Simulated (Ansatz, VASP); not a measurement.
## V: VASP beside Ansatz

Contents of INCAR:

```
SYSTEM = V
PREC     = Accurate       ! precision mode
ENCUT    = 600            ! plane-wave cutoff, eV
EDIFF    = 1E-7           ! SCF threshold, eV
ISMEAR   = -1             ! smearing method
SIGMA    = 0.1            ! smearing width, eV
LREAL    = .False.        ! projectors in reciprocal space
LASPH    = .True.         ! aspherical terms in the spheres
NELM     = 80             ! most SCF steps
ALGO     = Normal         ! electronic algorithm
ISIF     = 3              ! what is computed and relaxed
LWAVE    = .False.        ! write WAVECAR
LCHARG   = .False.        ! write CHGCAR
GGA      = PS             ! functional
IBRION   = 2              ! ionic algorithm
NSW      = 80             ! ionic steps
EDIFFG   = -0.01          ! ionic threshold
```

KPOINTS

```
regular mesh
0
Gamma
  15 15 15
  0 0 0
```

POSCAR

```
V
1.0
   -1.5120000000      1.5120000000      1.5120000000
    1.5120000000     -1.5120000000      1.5120000000
    1.5120000000      1.5120000000     -1.5120000000
V
1
Direct
    0.0000000000      0.0000000000      0.0000000000
```

Input for Ansatz:

```yaml
crystal:
  lattice:
    - [-1.512, 1.512, 1.512]
    - [1.512, -1.512, 1.512]
    - [1.512, 1.512, -1.512]
  atoms:
    - { symbol: V, position: [0.0, 0.0, 0.0] }
hamiltonian:
  xc: pbesol
  pseudopotentials:
    kind: paw
    azcp:
      V: "pseudopotentials/V.paw.azcp"
basis:
  ecutwfc: 420
  fft_grid_basis: typed
kpoints:
  mp_grid: { grid: [15, 15, 15], shift: [0, 0, 0] }
magnetization:
  spin_polarized: false
scf:
  occupations: { method: fermi_dirac, width: 0.1 }
relax:
  max_steps: 60
  f_tol: 0.01
  cell: {}
```

Alike in both runs: task relaxation of cell and atoms; functional PBEsol; k mesh 15 × 15 × 15; occupations fermi-dirac, width 0.1 eV; no spin polarisation.

|  | VASP | Ansatz |
| --- | --- | --- |
| version | VASP 6.6.1 | Ansatz 0.2.0 |
| potentials or method | VASP PAW PBE potentials, release 64 (V_sv), cutoff 600 eV | plane waves (420 eV) with PAW, scalar-relativistic |
| valence electrons in the cell | 13 | 13 |

```tsv
	VASP	Ansatz	Ansatz less VASP
relaxed volume (Å³/atom)	12.97	12.96	-0.004
relaxed cell length with the largest relative difference (Å)	2.564	2.563	-0.0003
```

VASP's potentials were made for PBE, not for PBEsol, and Ansatz warns of the same on its side.
